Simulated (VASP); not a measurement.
# Ba2SrP2 (P-3m1) in VASP: a series of runs

Runs on Ba2SrP2. Level: PBE. Tasks: single point, relaxation of cell and atoms.

Everything below comes from runs of VASP 6.6.1. Logs are shortened: lines on timing, memory, paths and dates and some standing lists are left out, and cuts for length are marked.

## 1. The cell of the first run

The structure is trigonal, space group P-3m1 (No. 164). The conventional cell has a = 5.082 Å, b = 5.082 Å, c = 7.882 Å, α = 90.00°, β = 90.00°, γ = 120.00°. Within 4.1 Å of Ba (site symmetry 3m) lie 4 P at 3.09 to 3.54 Å and 3 Ba at 3.90 Å and 3 Sr at 3.96 Å. Within 4.5 Å of Sr (site symmetry -3m) lie 6 P at 3.38 Å and 6 Ba at 3.96 Å. P (site symmetry 3m) has 4 Ba at 3.09 to 3.54 Å and 3 Sr at 3.38 Å within 4.1 Å.

## 2. Single point, PBE

INCAR

```
SYSTEM = Ba2SrP2
ALGO = Normal
EDIFF = 1E-7
ENCUT = 520
GGA = PE
ISIF = 2
ISMEAR = 0
LASPH = .TRUE.
LCHARG = .TRUE.
LELF = .TRUE.
LREAL = .FALSE.
LVHAR = .TRUE.
LWAVE = .FALSE.
NBANDS = 28
NELM = 80
PREC = Accurate
SIGMA = 0.2
```

KPOINTS

```
k-points
0
G
  4 4 2
  0 0 0
```

POSCAR

```
Ba2SrP2
1.0
    5.0822260505      0.0000000000      0.0000000000
   -2.5411130252      4.4013368675      0.0000000000
    0.0000000000      0.0000000000      7.8823584033
Ba Sr P
2 1 2
Direct
    0.3333333333      0.6666666667      0.6631232136
    0.6666666667      0.3333333333      0.3368767864
    0.0000000000      0.0000000000      0.0000000000
    0.6666666667      0.3333333333      0.7859188994
    0.3333333333      0.6666666667      0.2140811006
```

Potentials or basis: VASP PAW PBE potentials, release 64 (Ba_sv, Sr_sv, P).

Command:

```console
$ cat potpaw_PBE.64/Ba_sv/POTCAR potpaw_PBE.64/Sr_sv/POTCAR potpaw_PBE.64/P/POTCAR > POTCAR
$ mpirun -np 1 vasp_std > vasp.out
```

OUTCAR:

```text
SYSTEM = Ba2SrP2
   EDIFF = 1E-7
   ENCUT = 520
   GGA = PE
   ISIF = 2
   ISMEAR = 0
   LASPH = .TRUE.
   LREAL = .FALSE.
   NELM = 80
   PREC = Accurate

 ion  position               nearest neighbor table
   1  0.333  0.667  0.663-   4 3.09   4 3.09   4 3.09   5 3.54   2 3.90   2 3.90   2 3.90   3 3.96
                             3 3.96   3 3.96
   2  0.667  0.333  0.337-   5 3.09   5 3.09   5 3.09   4 3.54   1 3.90   1 3.90   1 3.90   3 3.96
                             3 3.96   3 3.96
   3  0.000  0.000  0.000-   4 3.38   5 3.38   5 3.38   4 3.38   4 3.38   5 3.38   1 3.96   2 3.96
                             1 3.96   2 3.96   1 3.96   2 3.96
   4  0.667  0.333  0.786-   1 3.09   1 3.09   1 3.09   3 3.38   3 3.38   3 3.38   2 3.54
   5  0.333  0.667  0.214-   2 3.09   2 3.09   2 3.09   3 3.38   3 3.38   3 3.38   1 3.54

  LATTYP: Found a hexagonal cell.
 ALAT       =     5.0822260505
 C/A-ratio  =     1.5509657235

  Lattice vectors:

 A1 = (   5.0822260505,   0.0000000000,   0.0000000000)
 A2 = (  -2.5411130252,   4.4013368675,   0.0000000000)
 A3 = (   0.0000000000,   0.0000000000,   7.8823584033)

Analysis of symmetry for initial positions (statically):
=====================================================================
 Subroutine PRICEL returns:
 Original cell was already a primitive cell.

 Routine SETGRP: Setting up the symmetry group for a
 hexagonal supercell.

 Subroutine GETGRP returns: Found 12 space group operations
 (whereof 12 operations were pure point group operations)
 out of a pool of 24 trial point group operations.

The static configuration has the point symmetry D_3d.

Analysis of symmetry for dynamics (positions and initial velocities):
=====================================================================
 Subroutine PRICEL returns:
 Original cell was already a primitive cell.

 Routine SETGRP: Setting up the symmetry group for a
 hexagonal supercell.

 Subroutine GETGRP returns: Found 12 space group operations
 (whereof 12 operations were pure point group operations)
 out of a pool of 24 trial point group operations.

The dynamic configuration has the point symmetry D_3d.

 Subroutine INISYM returns: Found 12 space group operations
 (whereof 12 operations are pure point group operations),
 and found     1 'primitive' translations

----------------------------------------------------------------------------------------

                                     Primitive cell

[... 80 lines left out ...]
   LREAL  =      F    real-space projection
   EDIFFG = 0.1E-05   stopping-criterion for IOM
   NSW    =      0    number of steps for IOM
   IBRION =     -1    ionic relax: 0-MD 1-quasi-New 2-CG
   NFREE  =      0    steps in history (QN), initial steepest desc. (CG)
   ISIF   =      2    stress and relaxation
   ISYM   =      2    0-nonsym 1-usesym 2-fastsym
   POTIM  = 0.5000    time-step for ionic-motion
   TEBEG  =    0.0;   TEEND  =   0.0 temperature during run
   PSTRESS=    0.0 pullay stress
   NELECT =      40.0000    total number of electrons
   NUPDOWN=      -1.0000    fix difference up-down
   EMIN   =  10.00;   EMAX   =-10.00  energy-range for DOS
   EFERMI =   0.00;   METHOD = LEGACY
   ISMEAR =     0;   SIGMA  =   0.20  broadening in eV -4-tet -1-fermi 0-gaus
   EFERMI_NEDOS =   21; number of points for ismear=-14 and -15
   IALGO  =     38    algorithm
   IMIX   =      4    mixing-type and parameters
     AMIX     =   0.40;   BMIX     =  1.00
     AMIX_MAG =   1.60;   BMIX_MAG =  1.00
  volume/ion in A,a.u.               =      35.26       237.97
  Fermi-wavevector in a.u.,A,eV,Ry     =   0.998458  1.886812 13.563905  0.996919
  Thomas-Fermi vector in A             =   2.130683
   LORBIT       =      0    0 simple, 1 ext, 2 COOP (PROOUT), +10 PAW based schemes
   GGA     = PE    functional components
   LHFCALC =     F    Hartree Fock is set to
   AEXX    =    0.0000 exact exchange contribution
   IVDW    =     0    specifies the selected vdW correction
   LEPSILON=     F    determine dielectric tensor
   LRPA    =     F    only Hartree local field effects (RPA)
 non-spin polarized calculation
 Gauss-broadening in eV      SIGMA  =   0.20
  energy-cutoff  :      520.00
  volume of cell :      176.32
 maximum number of plane-waves:      4770
 NGX is ok and might be reduce to    40
   NGX = 19   NGY = 19   NGZ = 29

 number of electron      40.0000000 magnetization

 Free energy of the ion-electron system (eV)
  ---------------------------------------------------
  ext. energy  EPLUGINS =         0.00000000
  ---------------------------------------------------
  free energy    TOTEN  =       -20.93769153 eV

  energy without entropy =      -20.93769119  energy(sigma->0) =      -20.93769136

 E-fermi :   2.7234     XC(G=0):  -8.4432

 val. band max:        2.0207311088   @ k =   0.2500   0.2500   0.5000
 cond. band min:       3.4091260139   @ k =   0.2500   0.2500   0.0000
 fundamental gap:      1.3883949051
 Fermi energy:         2.7233604375

 k-point     1 :       0.0000    0.0000    0.0000
  band No.  band energies     occupation
      1     -32.9243      2.00000
      2     -25.1166      2.00000
      3     -25.0081      2.00000
      4     -14.9951      2.00000
      5     -14.8841      2.00000
      6     -14.8841      2.00000
[... 237 lines left out ...]
     27       6.6712      0.00000
     28       6.8282      0.00000

------------------------ aborting loop because EDIFF is reached ----------------------------------------

  FORCE on cell =-STRESS in cart. coord.  units (eV):
  Direction    XX          YY          ZZ          XY          YZ          ZX
  --------------------------------------------------------------------------------------
  -------------------------------------------------------------------------------------
  Total        0.6876397      0.6876397      0.4324331      0.0000000     -0.0000000      0.0000000
  in kB        6.2485142      6.2485142      3.9294767      0.0000000     -0.0000000      0.0000000
  external PRESSURE =       5.4755017 kB  Pullay stress =       0.0000000 kB

 VOLUME and BASIS-vectors are now :
 -----------------------------------------------------------------------------
  energy-cutoff  :      520.00
  volume of cell :      176.32
      direct lattice vectors                 reciprocal lattice vectors
     5.082226051  0.000000000  0.000000000     0.196764172  0.113601848  0.000000000
    -2.541113025  4.401336868  0.000000000     0.000000000  0.227203695  0.000000000
     0.000000000  0.000000000  7.882358403     0.000000000  0.000000000  0.126865584

 POSITION                                       TOTAL-FORCE (eV/Angst)
 -----------------------------------------------------------------------------------
     -0.00000      2.93422      5.22697         0.000000      0.000000     -0.006092
      2.54111      1.46711      2.65538        -0.000000      0.000000      0.006092
      0.00000      0.00000      0.00000         0.000000      0.000000      0.000000
      2.54111      1.46711      6.19489         0.000000      0.000000      0.077545
     -0.00000      2.93422      1.68746        -0.000000      0.000000     -0.077545
 -----------------------------------------------------------------------------------
    total drift:                               -0.000000     -0.000000     -0.000000

  FREE ENERGIE OF THE ION-ELECTRON SYSTEM (eV)
  ---------------------------------------------------
  free  energy   TOTEN  =       -20.9376915321 eV

  energy  without entropy=      -20.9376911944  energy(sigma->0) =      -20.93769136
```

stdout:

```text
POSCAR found type information on POSCAR BaSrP
 POSCAR found :  3 types and       5 ions
 scaLAPACK will be used
 LDA part: xc-table for (Slater+PW92), standard interpolation
 POSCAR, INCAR and KPOINTS ok, starting setup
 FFT: planning ... GRIDC
 FFT: planning ... GRID_SOFT
 FFT: planning ... GRID
 WAVECAR not read
 entering main loop
```

Wall time 29 s (1 thread of Intel Xeon 6975P-C (Granite Rapids), shared host); peak memory 0.3 GiB.

What came out:

* Free energy: -20.9377 eV
* Pressure: 0.5 GPa
* Largest force: 0.078 eV/Å
* Band gap on the k mesh: 1.39 eV (least direct gap 1.57 eV)

Forces on the atoms (eV/Å):
```
Ba   0.000  0.000 -0.006
Ba   0.000  0.000  0.006
Sr   0.000  0.000  0.000
P    0.000  0.000  0.078
P    0.000  0.000 -0.078
```

Caveat: spin-orbit coupling is left out, which moves the levels of the heavy elements. A k mesh can miss the band edges.

## 3. Relaxation of cell and atoms, PBE

This run uses another cell than the first one, of 27.53 Å³/atom.

INCAR

```
ALGO     = Normal         # electronic algorithm
EDIFF    = 1E-6           # SCF threshold, eV
EDIFFG   = -0.08          # ionic threshold
ENCUT    = 600            # plane-wave cutoff, eV
GGA      = PE             # functional
IBRION   = 2              # ionic algorithm
ISIF     = 3              # what is computed and relaxed
ISMEAR   = 0              # smearing method
LASPH    = True           # aspherical terms in the spheres
LCHARG   = False          # write CHGCAR
LREAL    = False          # projectors in reciprocal space
LWAVE    = False          # write WAVECAR
NELM     = 80             # most SCF steps
NSW      = 36             # ionic steps
PREC     = Accurate       # precision mode
SIGMA    = 0.2            # smearing width, eV
```

KPOINTS

```
k-points
0
Gamma
  4 4 2
```

POSCAR

```
Ba2SrP2
1.0
    4.6500000000      0.0000000000      0.0000000000
   -2.3250000000      4.0270181300      0.0000000000
    0.0000000000      0.0000000000      7.3500000000
Ba Sr P
2 1 2
Direct
    0.3333333300      0.6666666700      0.6300000000
    0.6666666700      0.3333333300      0.3700000000
    0.0000000000      0.0000000000      0.0000000000
    0.6666666700      0.3333333300      0.7700000000
    0.3333333300      0.6666666700      0.2300000000
```

Potentials or basis: VASP PAW PBE potentials, release 64 (Ba_sv, Sr_sv, P).

Command:

```console
$ cat potpaw_PBE.64/Ba_sv/POTCAR potpaw_PBE.64/Sr_sv/POTCAR potpaw_PBE.64/P/POTCAR > POTCAR
$ mpirun -np 1 vasp_std > vasp.out
```

It took 2.4 min on 1 thread of Intel Xeon 6975P-C (Granite Rapids), shared host; peak memory 0.33 GiB.

It converged, with:

```yaml
Free_energy: -20.9354 eV
Relaxed_volume: 35.98 Å³/atom
Relaxed_cell: a = 5.055 Å, b = 5.055 Å, c = 8.130 Å, α = 90.00°, β = 90.00°, γ = 120.00°
Space_group_after_relaxing_to_0.1_Å: P-3m1 (No. 164)
Energy_gained_by_relaxing: 361.2 meV/atom
Ionic_steps: 10
Pressure_after_relaxing: 0.0 GPa
Largest_force_after_relaxing: 0.019 eV/Å
Band_gap_on_the_k_mesh: 1.40 eV (least direct gap 1.58 eV)
```

Forces on the atoms (eV/Å):
```
Ba   0.000  0.000 -0.019
Ba   0.000  0.000  0.019
Sr   0.000  0.000  0.000
P    0.000  0.000  0.004
P    0.000  0.000 -0.004
```

Stress tensor (GPa, compression positive):
```
 0.16  0.00  0.00
 0.00  0.16  0.00
 0.00  0.00 -0.20
```

The path:
```csv
step,energy change (eV),largest force (eV/Å),pressure (GPa),volume (Å³)
1,0.0000,2.0566,14.72,137.63
2,-1.5039,0.8414,-2.69,194.34
3,-1.6538,0.7505,-0.09,177.26
4,-1.6539,0.7550,-0.26,178.12
5,-1.7060,0.5781,-0.09,177.83
6,-1.7704,0.1863,0.66,176.96
7,-1.7868,0.0910,-0.29,182.35
8,-1.7868,0.0909,-0.27,182.24
9,-1.7942,0.0618,-0.19,181.66
10,-1.8061,0.0189,0.04,179.89
```

Final structure:
```yaml
crystal:
  lattice:
    - [5.05470, 0.00000, 0.00000]
    - [-2.52735, 4.37750, 0.00000]
    - [0.00000, 0.00000, 8.13007]
  atoms:
    - { symbol: Ba, position: [0.33333, 0.66667, 0.66209] }
    - { symbol: Ba, position: [0.66667, 0.33333, 0.33791] }
    - { symbol: Sr, position: [0.00000, 0.00000, 0.00000] }
    - { symbol: P, position: [0.66667, 0.33333, 0.78786] }
    - { symbol: P, position: [0.33333, 0.66667, 0.21214] }
```

Levels at points of the mesh, in eV from the valence-band top:
| k point | band 16 | band 17 | band 18 | band 19 | band 20 | band 21 | band 22 | band 23 | band 24 |
| --- | --- | --- | --- | --- | --- | --- | --- | --- | --- |
| (0.00, 0.00, 0.00) | -0.81 | -0.81 | -0.65 | -0.65 | -0.25 | 1.45 | 1.94 | 1.94 | 3.38 |
| (0.50, 0.00, 0.00) | -0.88 | -0.35 | -0.31 | -0.19 | -0.18 | 1.55 | 2.03 | 2.89 | 3.10 |
| (0.00, 0.00, 0.50) | -1.06 | -1.06 | -0.43 | -0.33 | -0.33 | 2.69 | 2.69 | 2.70 | 2.78 |
| (0.50, 0.00, 0.50) | -0.87 | -0.62 | -0.32 | -0.17 | -0.01 | 1.80 | 2.39 | 2.73 | 3.34 |

Caveat: the k points lie up to 0.39 Å⁻¹ apart in the final cell; the volume moved by over 15 % at a fixed basis, so the end points are rough; spin-orbit coupling is left out, which moves the levels of the heavy elements. A k mesh can miss the band edges.
